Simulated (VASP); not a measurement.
B:

```xyz
4
Lattice="2.1006 0.0000 0.0000 -1.0503 1.8192 0.0000 0.0000 0.0000 6.8605" Properties=species:S:1:pos:R:3 pbc="T T T"
B     0.0000    0.0000    0.0000
B     0.0000    0.0000    3.4303
B     0.0000    1.2128    1.7151
B     1.0503    0.6064    5.1454
```

```yaml
Program: VASP 6.6.1
Task: relaxation of cell and atoms
Functional: PBEsol
Potentials_or_basis: VASP PAW PBE potentials, release 64 (B_h)
Cutoff: 910 eV
k_mesh: 17 × 17 × 5
Occupations: fermi-dirac, width 0.1 eV
Spin: no spin polarisation
```

At the start: pressure -24.0 GPa; volume 6.55 Å³/atom.

Problem. How do energy, volume and symmetry change on relaxing?

Solution. Over 33 steps the energy falls by 540.8 meV/atom and the volume is 7.44 Å³/atom (+13.5 %); space group P6_3/mmc (No. 194, to 0.05 Å).

The path:
```
step  energy change (eV)  largest force (eV/Å)  pressure (GPa)  volume (Å³)
   1              0.0000                0.0000          -24.01        26.22
   2             -0.2118                0.0000           10.86        22.66
   3             -0.2351                0.0000            1.00        23.43
   4             -0.2595                0.0000            1.43        23.42
   5             -0.3667                0.0000            2.93        23.36
   6             -0.6293                0.0000           11.26        23.10
   7             -0.6620                0.0000           50.55        22.07
   8             -0.7761                0.0000           33.11        22.48
   9             -0.7554                0.0000           39.93        22.32
  10             -0.7568                0.0000           40.06        22.32
  11             -0.7602                0.0000           40.46        22.34
  12             -0.7657                0.0000           41.25        22.38
  13             -0.7755                0.0000           42.88        22.45
  14             -0.7844                0.0000           45.63        22.57
  15             -0.8703                0.0000           51.10        22.76
  16             -0.9307                0.0000           77.18        22.88
  17             -1.0193                0.0000           64.59        22.87
  18             -0.9997                0.0000           70.10        22.88
  19             -1.0616                0.0000           72.20        23.23
  20             -1.0406                0.0000           74.97        23.62
  21             -1.0654                0.0000           73.32        23.39
  22             -1.1828                0.0000           68.12        23.69
  23             -1.4895                0.0000           53.67        24.60
  24             -1.9163                0.0000           29.44        26.49
  25             -2.1532                0.0000           -4.46        30.53
  26             -2.1626                0.0000           -0.24        29.88
  27             -2.1626                0.0000            0.72        29.74
  28             -2.1627                0.0000            0.66        29.73
  29             -2.1629                0.0000            0.55        29.71
  30             -2.1629                0.0000            0.32        29.68
  31             -2.1629                0.0000            0.40        29.69
  32             -2.1630                0.0000            0.23        29.71
  33             -2.1630                0.0000           -0.01        29.74
```

Final structure:
```
B
1.0
     1.71074    0.00000    0.00000
    -0.85537    1.48154    0.00000
     0.00000    0.00000   11.73540
B
4
Cartesian
  0.0000 0.0000 0.0000
  0.0000 0.0000 5.8677
  0.0000 0.9877 2.9338
  0.8554 0.4938 8.8015
```

Caveat: the PAW data sets were made with another functional, which shifts forces and pressure a little.
